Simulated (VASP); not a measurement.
# Ge (R-3m) in VASP: further runs

Runs on Ge. Level: PBEsol. Tasks: single point.

All numbers are computed with VASP 6.6.1; they aren't measurements. Logs are shortened: lines on timing, memory, paths and dates and some standing lists are left out, and cuts for length are marked.

### Step 1. The cell of the first run

It takes space group R-3m (No. 166, trigonal). The conventional cell has a = 4.743 Å, b = 4.743 Å, c = 6.971 Å, α = 90.00°, β = 90.00°, γ = 120.00°. Within 2.3 Å of Ge (site symmetry 3m) lie 1 Ge at 1.74 Å.

### Step 2. Single point, PBEsol

INCAR

```
SYSTEM = Ge
  ALGO = Normal
  EDIFF = 1E-6
  ENCUT = 520
  GGA = PS
  ISIF = 2
  ISMEAR = 0
  LASPH = .True.
  LCHARG = .True.
  LELF = .True.
  LREAL = .False.
  LVHAR = .True.
  LWAVE = .False.
  NBANDS = 21
  NELM = 60
  PREC = Accurate
  SIGMA = 0.15
```

KPOINTS

```
k-points
0
Gamma
  16 16 16
  0 0 0
```

POSCAR

```
Ge
1.0
   -0.8943673843      2.4595103067      2.4595103067
    2.4595103067     -0.8943673843      2.4595103067
    2.4595103067      2.4595103067     -0.8943673843
Ge
2
Direct
    0.5000000000      0.5000000000      0.5000000000
    0.7500000000      0.7500000000      0.7500000000
```

Potentials or basis: VASP PAW PBE potentials, release 64 (Ge_d).

On the command line:

```bash
cat potpaw_PBE.64/Ge_d/POTCAR > POTCAR
mpirun -np 1 vasp_std > vasp.out
```

OUTCAR:

```text
SYSTEM = Ge
   EDIFF = 1E-6
   ENCUT = 520
   GGA = PS
   ISIF = 2
   ISMEAR = 0
   LASPH = .True.
   LREAL = .False.
   NELM = 60
   PREC = Accurate

 ion  position               nearest neighbor table
   1  0.500  0.500  0.500-   2 1.74   2 2.80   2 2.80   2 2.80
   2  0.750  0.750  0.750-   1 1.74   1 2.80   1 2.80   1 2.80

  LATTYP: Found a trigonal (rhomboedric) cell.
 ALAT       =     3.5914168396
 COS(alpha) =     0.1279069767

  Lattice vectors:

 A1 = (  -0.8943673843,   2.4595103067,   2.4595103067)
 A2 = (   2.4595103067,  -0.8943673843,   2.4595103067)
 A3 = (   2.4595103067,   2.4595103067,  -0.8943673843)

Analysis of symmetry for initial positions (statically):
=====================================================================
 Subroutine PRICEL returns:
 Original cell was already a primitive cell.

 Routine SETGRP: Setting up the symmetry group for a
 trigonal (rhombohedral) supercell.

 Subroutine GETGRP returns: Found 12 space group operations
 (whereof  6 operations were pure point group operations)
 out of a pool of 12 trial point group operations.

The static configuration has the point symmetry C_3v.
 The point group associated with its full space group is D_3d.

Analysis of symmetry for dynamics (positions and initial velocities):
=====================================================================
 Subroutine PRICEL returns:
 Original cell was already a primitive cell.

 Routine SETGRP: Setting up the symmetry group for a
 trigonal (rhombohedral) supercell.

 Subroutine GETGRP returns: Found 12 space group operations
 (whereof  6 operations were pure point group operations)
 out of a pool of 12 trial point group operations.

The dynamic configuration has the point symmetry C_3v.
 The point group associated with its full space group is D_3d.

 Subroutine INISYM returns: Found 12 space group operations
 (whereof  6 operations are pure point group operations),
 and found     1 'primitive' translations

----------------------------------------------------------------------------------------

                                     Primitive cell

  volume of cell :      45.2713

  direct lattice vectors                    reciprocal lattice vectors
    -0.894367384  2.459510307  2.459510307    -0.115952019  0.182210315  0.182210315
     2.459510307 -0.894367384  2.459510307     0.182210315 -0.115952019  0.182210315
     2.459510307  2.459510307 -0.894367384     0.182210315  0.182210315 -0.115952019

  length of vectors
     3.591416840  3.591416840  3.591416840     0.282570467  0.282570467  0.282570467

  position of ions in fractional coordinates (direct lattice)
     0.500000000  0.500000000  0.500000000
     0.750000000  0.750000000  0.750000000

  ion indices of the primitive-cell ions
   primitive index   ion index
                 1           1
                 2           2

----------------------------------------------------------------------------------------

 KPOINTS: k-points

Automatic generation of k-mesh.
 Grid dimensions read from file:
 generate k-points for:   16   16   16

 Generating k-lattice:

  Cartesian coordinates                     Fractional coordinates (reciprocal lattice)
    -0.007247001  0.011388145  0.011388145     0.062500000  0.000000000  0.000000000
     0.011388145 -0.007247001  0.011388145     0.000000000  0.062500000  0.000000000
     0.011388145  0.011388145 -0.007247001     0.000000000  0.000000000  0.062500000

  Length of vectors
     0.017660654  0.017660654  0.017660654

  Shift w.r.t. Gamma in fractional coordinates (k-lattice)
     0.000000000  0.000000000  0.000000000

 Subroutine IBZKPT returns following result:
 ===========================================

 Found    417 irreducible k-points:

 Following reciprocal coordinates:
            Coordinates               Weight
  0.000000  0.000000  0.000000      1.000000
  0.062500  0.000000  0.000000      6.000000
  0.125000  0.000000  0.000000      6.000000
  0.187500  0.000000  0.000000      6.000000
  0.250000  0.000000  0.000000      6.000000
  0.312500  0.000000 -0.000000      6.000000
[... 16 lines left out ...]
 -0.125000  0.062500 -0.000000     12.000000
 -0.062500  0.062500  0.000000      6.000000
 [... further k-points ...]
   k-points           NKPTS =    417   k-points in BZ     NKDIM =    417   number of bands    NBANDS=     21
   number of dos      NEDOS =    301   number of ions     NIONS =      2
   total plane-waves  NPLWV =  21952
   dimension x,y,z NGX =    28 NGY =   28 NGZ =   28
   dimension x,y,z NGXF=    56 NGYF=   56 NGZF=   56
   ions per type =               2
   NGX,Y,Z   is equivalent  to a cutoff of  12.96, 12.96, 12.96 a.u.
   NGXF,Y,Z  is equivalent  to a cutoff of  25.92, 25.92, 25.92 a.u.
 SYSTEM =  Ge
   PREC   = accura    normal or accurate (medium, high low for compatibility)
   ISTART =      0    job   : 0-new  1-cont  2-samecut
   ICHARG =      2    charge: 1-file 2-atom 10-const
   ISPIN  =      1    spin polarized calculation?
   LNONCOLLINEAR =      F non collinear calculations
   LSORBIT =      F    spin-orbit coupling
   LASPH  =      T    aspherical Exc in radial PAW
   ENCUT  =  520.0 eV  38.22 Ry    6.18 a.u.   6.68  6.68  6.68*2*pi/ulx,y,z
   NELM   =     60;   NELMIN=  2; NELMDL= -5     # of ELM steps
   EDIFF  = 0.1E-05   stopping-criterion for ELM
   LREAL  =      F    real-space projection
   EDIFFG = 0.1E-04   stopping-criterion for IOM
   NSW    =      0    number of steps for IOM
   IBRION =     -1    ionic relax: 0-MD 1-quasi-New 2-CG
   NFREE  =      0    steps in history (QN), initial steepest desc. (CG)
   ISIF   =      2    stress and relaxation
   ISYM   =      2    0-nonsym 1-usesym 2-fastsym
   POTIM  = 0.5000    time-step for ionic-motion
   TEBEG  =    0.0;   TEEND  =   0.0 temperature during run
   PSTRESS=    0.0 pullay stress
   NELECT =      28.0000    total number of electrons
   NUPDOWN=      -1.0000    fix difference up-down
   EMIN   =  10.00;   EMAX   =-10.00  energy-range for DOS
   EFERMI =   0.00;   METHOD = LEGACY
   ISMEAR =     0;   SIGMA  =   0.15  broadening in eV -4-tet -1-fermi 0-gaus
   EFERMI_NEDOS =   21; number of points for ismear=-14 and -15
   IALGO  =     38    algorithm
   IMIX   =      4    mixing-type and parameters
     AMIX     =   0.40;   BMIX     =  1.00
     AMIX_MAG =   1.60;   BMIX_MAG =  1.00
  volume/ion in A,a.u.               =      22.64       152.75
  Fermi-wavevector in a.u.,A,eV,Ry     =   1.394825  2.635838 26.470653  1.945538
  Thomas-Fermi vector in A             =   2.518337
   LORBIT       =      0    0 simple, 1 ext, 2 COOP (PROOUT), +10 PAW based schemes
   GGA     = PS    functional components
   LHFCALC =     F    Hartree Fock is set to
   AEXX    =    0.0000 exact exchange contribution
   IVDW    =     0    specifies the selected vdW correction
   LEPSILON=     F    determine dielectric tensor
   LRPA    =     F    only Hartree local field effects (RPA)
 non-spin polarized calculation
 Gauss-broadening in eV      SIGMA  =   0.15
  energy-cutoff  :      520.00
  volume of cell :       45.27
 maximum number of plane-waves:      1236
   NGX = 13   NGY = 13   NGZ = 13

 number of electron      27.9999961 magnetization

 Free energy of the ion-electron system (eV)
  ---------------------------------------------------
  ext. energy  EPLUGINS =         0.00000000
  ---------------------------------------------------
  free energy    TOTEN  =        -3.50219022 eV

  energy without entropy =       -3.49101187  energy(sigma->0) =       -3.49660105

 E-fermi :   4.5697     XC(G=0): -10.1003

 val. band max:        4.5691648887   @ k =  -0.4375   0.3125   0.0000
 cond. band min:       4.5726865506   @ k =   0.5000   0.2500   0.0625
 fundamental gap:      0.0035216619
 Fermi energy:         4.5696522499

 k-point     1 :       0.0000    0.0000    0.0000
  band No.  band energies     occupation
      1     -21.9572      2.00000
      2     -21.1686      2.00000
      3     -21.1686      2.00000
      4     -20.5232      2.00000
      5     -20.5232      2.00000
      6     -20.3038      2.00000
[... 13 lines left out ...]
     20      16.7340      0.00000
     21      16.7346      0.00000

 k-point     2 :       0.0625    0.0000    0.0000
  band No.  band energies     occupation
      1     -21.9569      2.00000
      2     -21.1688      2.00000
      3     -21.1675      2.00000
      4     -20.5243      2.00000
      5     -20.5215      2.00000
      6     -20.3053      2.00000
[... 13 lines left out ...]
     20      16.1228      0.00000
     21      16.8539      0.00000

 k-point     3 :       0.1250    0.0000    0.0000
  band No.  band energies     occupation
      1     -21.9563      2.00000
      2     -21.1694      2.00000
      3     -21.1644      2.00000
      4     -20.5273      2.00000
      5     -20.5163      2.00000
      6     -20.3096      2.00000
[... 13 lines left out ...]
     20      15.9242      0.00000
     21      16.8238      0.00000

 k-point     4 :       0.1875    0.0000    0.0000
  band No.  band energies     occupation
      1     -21.9553      2.00000
      2     -21.1704      2.00000
      3     -21.1599      2.00000
      4     -20.5317      2.00000
      5     -20.5082      2.00000
      6     -20.3164      2.00000
[... 13 lines left out ...]
     20      15.8481      0.00000
     21      16.2903      0.00000

 k-point     5 :       0.2500    0.0000    0.0000
  band No.  band energies     occupation
      1     -21.9542      2.00000
      2     -21.1715      2.00000
      3     -21.1545      2.00000
      4     -20.5367      2.00000
      5     -20.4980      2.00000
      6     -20.3253      2.00000
[... 13 lines left out ...]
     20      15.5042      0.00000
     21      15.9545      0.00000
[... 382 lines left out ...]
     20      14.6361      0.00000
     21      15.0714      0.00000

 k-point    22 :      -0.1875    0.0625    0.0000
  band No.  band energies     occupation
      1     -21.9551      2.00000
      2     -21.1695      2.00000
      3     -21.1597      2.00000
      4     -20.5313      2.00000
      5     -20.5088      2.00000
      6     -20.3158      2.00000
[... 13 lines left out ...]
     20      15.0950      0.00000
     21      15.4759      0.00000

 k-point    23 :      -0.1250    0.0625   -0.0000
  band No.  band energies     occupation
      1     -21.9561      2.00000
      2     -21.1686      2.00000
      3     -21.1643      2.00000
      4     -20.5269      2.00000
      5     -20.5167      2.00000
      6     -20.3092      2.00000
[... 13 lines left out ...]
     20      15.6648      0.00000
     21      16.4704      0.00000

 k-point    24 :      -0.0625    0.0625    0.0000
  band No.  band energies     occupation
      1     -21.9567      2.00000
      2     -21.1683      2.00000
      3     -21.1671      2.00000
      4     -20.5243      2.00000
      5     -20.5212      2.00000
      6     -20.3055      2.00000
[... 13 lines left out ...]
     20      16.3258      0.00000
     21      16.8273      0.00000

 [... further k-points ...]

------------------------ aborting loop because EDIFF is reached ----------------------------------------

  FORCE on cell =-STRESS in cart. coord.  units (eV):
  Direction    XX          YY          ZZ          XY          YZ          ZX
  --------------------------------------------------------------------------------------
  -------------------------------------------------------------------------------------
  Total       13.3617031     13.3617031     13.3617031     15.2806366     15.2806366     15.2806366
  in kB      472.8784147    472.8784147    472.8784147    540.7905833    540.7905833    540.7905833
  external PRESSURE =     472.8784147 kB  Pullay stress =       0.0000000 kB

 VOLUME and BASIS-vectors are now :
 -----------------------------------------------------------------------------
  energy-cutoff  :      520.00
  volume of cell :       45.27
      direct lattice vectors                 reciprocal lattice vectors
    -0.894367384  2.459510307  2.459510307    -0.115952019  0.182210315  0.182210315
     2.459510307 -0.894367384  2.459510307     0.182210315 -0.115952019  0.182210315
     2.459510307  2.459510307 -0.894367384     0.182210315  0.182210315 -0.115952019

 POSITION                                       TOTAL-FORCE (eV/Angst)
 -----------------------------------------------------------------------------------
      2.01233      2.01233      2.01233       -14.318819    -14.318819    -14.318819
      3.01849      3.01849      3.01849        14.318819     14.318819     14.318819
 -----------------------------------------------------------------------------------
    total drift:                                0.000000      0.000000      0.000000

  FREE ENERGIE OF THE ION-ELECTRON SYSTEM (eV)
  ---------------------------------------------------
  free  energy   TOTEN  =        -3.5021902193 eV

  energy  without entropy=       -3.4910118708  energy(sigma->0) =       -3.49660105
```

Run time: 5.8 min. Hardware: 1 thread of Intel Xeon 8259CL, shared host; peak memory 0.4 GiB.

Results:

```
Free energy            : -3.5022 eV
Pressure               : 47.3 GPa
Largest force          : 24.801 eV/Å
Band gap on the k mesh : zero (bands 14 and 15 overlap by 2.04 eV)
```

Forces on the atoms (eV/Å):
```
Ge  -14.319 -14.319 -14.319
Ge   14.319  14.319  14.319
```

Stress tensor (GPa, compression positive):
```
47.29 54.08 54.08
54.08 47.29 54.08
54.08 54.08 47.29
```

Levels at points of the mesh, in eV from the Fermi level:
```csv
k point,band 11,band 12,band 13,band 14,band 15,band 16,band 17,band 18
"(0.00, 0.00, 0.00)",-13.44,-1.73,-0.97,0.48,0.48,0.85,0.85,9.18
"(0.50, 0.00, 0.00)",-12.24,-7.02,-0.39,0.34,1.14,1.72,6.21,6.69
"(0.50, 0.50, 0.00)",-11.09,-6.78,-4.62,-1.07,0.89,2.30,6.91,7.92
"(0.50, 0.50, 0.50)",-9.97,-6.55,-3.46,-3.46,-1.57,2.25,2.25,4.97
```

Caveat: the cell stands under pressure; the PAW data sets were made with another functional, which shifts forces and pressure a little.

### Step 3. Single point, PBEsol

This run uses another cell than the first one, of the same volume but with other edges.

INCAR

```
SYSTEM = Ge
PREC = Accurate
ENCUT = 520
EDIFF = 1E-7
ISMEAR = 0
SIGMA = 0.15
LREAL = .FALSE.
LASPH = .TRUE.
NELM = 60
ALGO = Normal
ISIF = 2
LWAVE = .FALSE.
LCHARG = .FALSE.
GGA = PS
NBANDS = 21
```

KPOINTS

```
regular mesh
0
G
  16 16 16
  0 0 0
```

POSCAR

```
Ge
1.0
   -0.2986239683      2.6876157144      2.6876157144
    2.6876157144     -0.2986239683      2.6876157144
    2.6876157144      2.6876157144     -0.2986239683
Ge
2
Direct
    0.5000000000      0.5000000000      0.5000000000
    0.7500000000      0.7500000000      0.7500000000
```

Potentials or basis: VASP PAW PBE potentials, release 64 (Ge_d).

On the command line:

```bash
cat potpaw_PBE.64/Ge_d/POTCAR > POTCAR
mpirun -np 1 vasp_std > vasp.out
```

It took 4.9 min on 1 thread of Intel Xeon 8259CL, shared host; peak memory 0.4 GiB.

Results (log left out):

- Free energy: -9.3983 eV
- Pressure: 4.3 GPa
- Largest force: 2.764 eV/Å
- Band gap on the k mesh: zero (bands 14 and 15 overlap by 1.02 eV)

Forces on the atoms (eV/Å):
```
Ge  -1.596 -1.596 -1.596
Ge   1.596  1.596  1.596
```

Stress tensor (GPa, compression positive):
```
 4.25 11.08 11.08
11.08  4.25 11.08
11.08 11.08  4.25
```

Levels at points of the mesh, in eV from the Fermi level:
```
           k point  band 11  band 12  band 13  band 14  band 15  band 16  band 17  band 18
(0.00, 0.00, 0.00)   -12.70    -0.35     0.06     0.23     0.23     1.94     1.94     5.32
(0.50, 0.00, 0.00)   -10.94    -7.26    -0.99    -0.73     0.63     3.24     5.34     7.71
(0.50, 0.50, 0.00)    -9.35    -8.11    -3.43    -2.19     0.31     1.61     8.29     9.43
(0.50, 0.50, 0.50)    -9.33    -8.07    -1.97    -1.97    -0.78     3.37     3.37     6.35
```

Caveat: the cell stands under pressure; the PAW data sets were made with another functional, which shifts forces and pressure a little.

### Step 4. Single point, PBEsol

This run uses another cell than the first one, of the same volume but with other edges.

INCAR: that of step 3 with these lines changed.

```diff
@@ -3,3 +3,3 @@
 ENCUT = 520
-EDIFF = 1E-7
+EDIFF = 1E-6
 ISMEAR = 0
@@ -8,3 +8,3 @@
 LASPH = .TRUE.
-NELM = 60
+NELM = 80
 ALGO = Normal
```

KPOINTS

```
Automatic mesh
0
G
  16 16 16
  0 0 0
```

POSCAR

```
Ge
1.0
    0.3549299317      3.0169044191      3.0169044191
    3.0169044191      0.3549299317      3.0169044191
    3.0169044191      3.0169044191      0.3549299317
Ge
2
Direct
    0.5000000000      0.5000000000      0.5000000000
    0.7500000000      0.7500000000      0.7500000000
```

On the command line:

```bash
cat potpaw_PBE.64/Ge_d/POTCAR > POTCAR
mpirun -np 1 vasp_std > vasp.out
```

It took 4.9 min on 1 thread of Intel Xeon 8259CL, shared host; peak memory 0.41 GiB.

The run converged. Its results:

| Quantity | Value |
| --- | --- |
| Free energy | -9.4367 eV |
| Pressure | 4.2 GPa |
| Largest force | 0.959 eV/Å |
| Band gap on the k mesh | zero (bands 14 and 15 overlap by 0.78 eV) |

Forces on the atoms (eV/Å):
```
Ge   0.554  0.554  0.554
Ge  -0.554 -0.554 -0.554
```

Stress tensor (GPa, compression positive):
```
 4.15 -7.41 -7.41
-7.41  4.15 -7.41
-7.41 -7.41  4.15
```

Levels at points of the mesh, in eV from the Fermi level:
| k point | band 11 | band 12 | band 13 | band 14 | band 15 | band 16 | band 17 | band 18 |
| --- | --- | --- | --- | --- | --- | --- | --- | --- |
| (0.00, 0.00, 0.00) | -12.75 | -1.23 | -0.36 | 0.44 | 0.44 | 2.75 | 3.67 | 3.67 |
| (0.50, 0.00, 0.00) | -10.22 | -7.66 | -1.43 | -1.38 | -0.34 | 3.15 | 4.75 | 7.09 |
| (0.50, 0.50, 0.00) | -9.27 | -8.26 | -3.30 | -2.31 | 0.26 | 1.60 | 8.00 | 9.11 |
| (0.50, 0.50, 0.50) | -11.66 | -7.00 | -0.31 | -0.31 | 1.97 | 4.50 | 4.50 | 7.77 |

Caveat: the cell stands under pressure; semilocal functionals underestimate gaps, so a narrow gap can read as zero; the PAW data sets were made with another functional, which shifts forces and pressure a little.

(Continued in part 2 of 2.)
